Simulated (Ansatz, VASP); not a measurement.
This is a calculation of CuNi3 for VASP 6.6.1.

INCAR

```
SYSTEM = CuNi3
  PREC = Accurate
  ENCUT = 520
  EDIFF = 1E-6
  ISMEAR = -1
  SIGMA = 0.05
  LREAL = .False.
  LASPH = .True.
  NELM = 150
  ALGO = Fast
  ISIF = 2
  LWAVE = .False.
  LCHARG = .True.
  ISPIN = 2
  MAGMOM = 0.6 1 1 1
  LORBIT = 11
  LMAXMIX = 4
  GGA = PS
  LELF = .True.
  LVHAR = .True.
  NBANDS = 32
```

Contents of KPOINTS:

```
Automatic mesh
0
Gamma
  12 12 4
  0 0 0
```

The input POSCAR:

```
CuNi3
1.0
    1.3952120000     -1.9871540000      0.0000000000
    1.3952120000      1.9871540000      0.0000000000
    0.0000000000      0.0000000000      7.9348860000
Cu Ni
1 3
Direct
    0.0000000000      0.0000000000      0.0000000000
    0.5000000000      0.5000000000      0.2546860000
    0.0000000000      0.0000000000      0.5000000000
    0.5000000000      0.5000000000      0.7453140000
```

Potentials or basis: VASP PAW PBE potentials, release 64 (Cu, Ni).

Launch:

```console
$ cat potpaw_PBE.64/Cu/POTCAR potpaw_PBE.64/Ni/POTCAR > POTCAR
$ mpirun -np 1 vasp_std > vasp.out
```

Q: Set up the same calculation for Ansatz 0.2.0. Potentials there: all-electron LAPW, scalar-relativistic.

A: As run (the cutoff follows the program's own potentials):

The input input.yaml:

```yaml
crystal:
  lattice:
    - [1.395212, -1.987154, 0.0]
    - [1.395212, 1.987154, 0.0]
    - [0.0, 0.0, 7.934886]
  atoms:
    - { symbol: Cu, position: [0.0, 0.0, 0.0], spin: 0.6 }
    - { symbol: Ni, position: [0.5, 0.5, 0.254686], spin: 1.0 }
    - { symbol: Ni, position: [0.0, 0.0, 0.5], spin: 1.0 }
    - { symbol: Ni, position: [0.5, 0.5, 0.745314], spin: 1.0 }
kpoints:
  mp_grid: { grid: [12, 12, 4] }
scf:
  occupations: { method: fermi_dirac, width: 0.05 }
hamiltonian:
  xc: pbesol
  pseudopotentials: { kind: all_electron, lapw: { basis_error: 0.001 } }
magnetization:
  spin_polarized: true
output:
  forces: true
  stress: true
  eigenvalues: true
```

Potentials or basis: all-electron LAPW, scalar-relativistic.

Command:

```console
$ ansatz run input.yaml --threads 4 --pin off --max-ram 12288MiB --backend cpu --events-out ev --progress --plain --runs-dir out
```

Both were run:

|  | VASP | Ansatz | Ansatz less VASP |
| --- | --- | --- | --- |
| gap on the k mesh at the Fermi level (eV) | none | none | - |
| pressure (GPa) | -6.0 | -6.3 | -0.24 |
| traceless stress, the component that is largest in VASP (GPa) | 0.73 | 0.75 | +0.018 |
| rms of the force components (eV/Å) | 0.010 | 0.006 | -0.0037 |
| net moment per atom (μB) | 0.32 | 0.33 | +0.010 |
| size of the moment on the site where the two differ most (μB) | 0.51 | 0.53 | +0.027 |

VASP's potentials were made for PBE, not for PBEsol. Site moments also hang on the region over which each program counts them. Atom by atom the forces differ by 0.004 eV/Å (rms over components). A gap of «none» marks a metal or a gap that the smearing closes. Ansatz ran all-electron here, and VASP with PAW potentials.
